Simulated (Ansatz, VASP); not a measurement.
## One calculation of BN, two programs

The input INCAR:

```
PREC     = Accurate       # precision mode
ENCUT    = 520            # plane-wave cutoff, eV
EDIFF    = 1E-6           # SCF threshold, eV
ISMEAR   = 0              # smearing method
SIGMA    = 0.05           # smearing width, eV
LREAL    = F              # projectors in reciprocal space
LASPH    = T              # aspherical terms in the spheres
NELM     = 100            # most SCF steps
ALGO     = Normal         # electronic algorithm
ISIF     = 2              # what is computed and relaxed
LWAVE    = F              # write WAVECAR
LCHARG   = F              # write CHGCAR
GGA      = PE             # functional
NBANDS   = 11             # bands
```

KPOINTS

```
Automatic mesh
0
Gamma
  12 12 12
```

File POSCAR:

```
BN
1.0
    0.0000000000      2.0097741938      1.8018416656
    1.8018416656      0.0000000000      1.8018416656
    1.8018416656      2.0097741938      0.0000000000
B N
1 1
Direct
    0.0000000000      0.0000000000      0.0000000000
    0.7500000000      0.7500000000      0.7500000000
```

Input for Ansatz:

```yaml
crystal:
  lattice:
    - [0.0, 2.0097741938, 1.8018416656]
    - [1.8018416656, 0.0, 1.8018416656]
    - [1.8018416656, 2.0097741938, 0.0]
  atoms:
    - { symbol: B, position: [0.0, 0.0, 0.0] }
    - { symbol: "N", position: [0.75, 0.75, 0.75] }
basis:
  ecutwfc: 520.0
kpoints:
  mp_grid: { grid: [12, 12, 12] }
hamiltonian:
  xc: pbe
scf:
  occupations: { method: gaussian, width: 0.05 }
output:
  forces: true
  stress: true
  eigenvalues: true
  write_density: true
  write_potential: true
  elf: true
  volumetric_format: npy
```

Alike in both runs: task single point; functional PBE; k mesh 12 × 12 × 12; occupations gaussian, width 0.05 eV; no spin polarisation.

|  | VASP | Ansatz |
| --- | --- | --- |
| version | VASP 6.6.1 | Ansatz 0.2.0 |
| potentials or method | VASP PAW PBE potentials, release 64 (B, N), cutoff 520 eV | scalar-relativistic, plane waves, PAW |
| valence electrons in the cell | 8 | 8 |

|  | VASP | Ansatz | Ansatz less VASP |
| --- | --- | --- | --- |
| gap on the k mesh at the Fermi level (eV) | 3.44 | 3.44 | +0.008 |
| least direct gap on the mesh (eV) | 7.50 | 7.50 | +0.002 |

The functional is the same, so the differences come from potentials, cutoffs and numerics.
